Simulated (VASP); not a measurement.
Runs of VASP 6.6.1 on SmIn2As3. The structure is that of space group P6/mmm (No. 191), or close to it. The cells are those of the table. The cell was generated, and may not be a known phase.

```csv
task,cell,k mesh,gap on the mesh (eV),pressure (GPa),relaxed volume (Å³/atom)
single point,"a = 5.996, b = 5.996, c = 5.290 Å, angles 90.0, 90.0, 120.0°, 6 atoms",3 × 3 × 4,none,0.3,-
single point,"a = 5.933, b = 5.933, c = 5.489 Å, angles 90.0, 90.0, 120.0°, 6 atoms",6 × 6 × 8,none,0.1,-
relaxation of cell and atoms,"relaxed from a = 5.932, b = 5.932, c = 5.761 Å, angles 90.0, 90.0, 120.0°, 6 atoms",3 × 3 × 4,none,0.0,27.65
single point,"a = 5.932, b = 5.932, c = 5.761 Å, angles 90.0, 90.0, 120.0°, 6 atoms",3 × 3 × 4,none,(b),-
relaxation of cell and atoms,"relaxed from a = 5.996, b = 5.996, c = 5.290 Å, angles 90.0, 90.0, 120.0°, 6 atoms",6 × 6 × 8,none,0.0,(a)
```

Alike in all rows: level PBE; potentials or basis VASP PAW PBE potentials, release 64 (Sm_3, In_d, As), 4f in core; no spin polarisation; cutoff (eV) 500; smearing gaussian 0.1 eV.

Problem. Fill in the values left out.

Solution. (a) 27.92; (b) -0.4.

Caveats: some runs use coarse meshes; spin-orbit coupling is left out, which moves the levels of the heavy elements; the 4f electrons are frozen in the core, so they carry no moment and show no levels.

A k mesh can miss the band edges, and the runs leave out spin-orbit coupling on As, In, Sm.

A gap of «none» marks levels without a gap at the run's occupations.
